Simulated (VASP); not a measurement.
A run of VASP 6.6.1 is set up as follows.

The input POSCAR:

```
AlN
1.0
    3.0134929461      0.0000000000      0.0000000000
   -1.5067464730      2.6097614454      0.0000000000
    0.0000000000      0.0000000000      5.0552598016
Al N
2 2
Direct
    0.3333333333      0.6666666667      0.0007001085
    0.6666666667      0.3333333333      0.5007001085
    0.3333333333      0.6666666667      0.3742998915
    0.6666666667      0.3333333333      0.8742998915
```

File INCAR.step1:

```
ALGO = Normal
EDIFF = 1E-5
ENCUT = 520
GGA = PE
GGA_COMPAT = F
ISIF = 2
ISMEAR = 0
LASPH = T
LCHARG = F
LREAL = F
LWAVE = T
NBANDS = 16
NELM = 120
PREC = Accurate
SIGMA = 0.01
```

The input INCAR.step2:

```
ALGO = Normal
EDIFF = 1E-6
ENCUT = 520
GGA = PE
GGA_COMPAT = F
HFSCREEN = 0.2079
ISIF = 2
ISMEAR = 0
ISTART = 1
LASPH = T
LCHARG = F
LHFCALC = T
LREAL = F
LWAVE = F
NBANDS = 16
NELM = 120
PREC = Accurate
PRECFOCK = Normal
SIGMA = 0.01
```

Contents of KPOINTS:

```
k-points
0
Gamma
  6 6 4
```

Potentials or basis: VASP PAW PBE potentials, release 64 (Al, N).

Launch:

```bash
$ cat potpaw_PBE.64/Al/POTCAR potpaw_PBE.64/N/POTCAR > POTCAR
$ cp INCAR.step1 INCAR
$ mpirun -np 1 vasp_std > vasp.out
$ cp INCAR.step2 INCAR
$ mpirun -np 1 vasp_std > vasp.out
```

Task: Estimate the band gap on the k mesh.

Result: 6.04 eV.

Task: Estimate the pressure.

Result: 10.2 GPa.

Stress tensor (GPa, compression positive):
```
15.77  0.00  0.00
 0.00 15.77  0.00
 0.00  0.00 -0.85
```

Caveat: the cell differs from its parent crystal (epitaxial xy strain -3.0%); the stress differs along the axes, from -1 to 16 GPa; the PAW data sets were made with another functional, which shifts forces and pressure a little. A k mesh can miss the band edges.
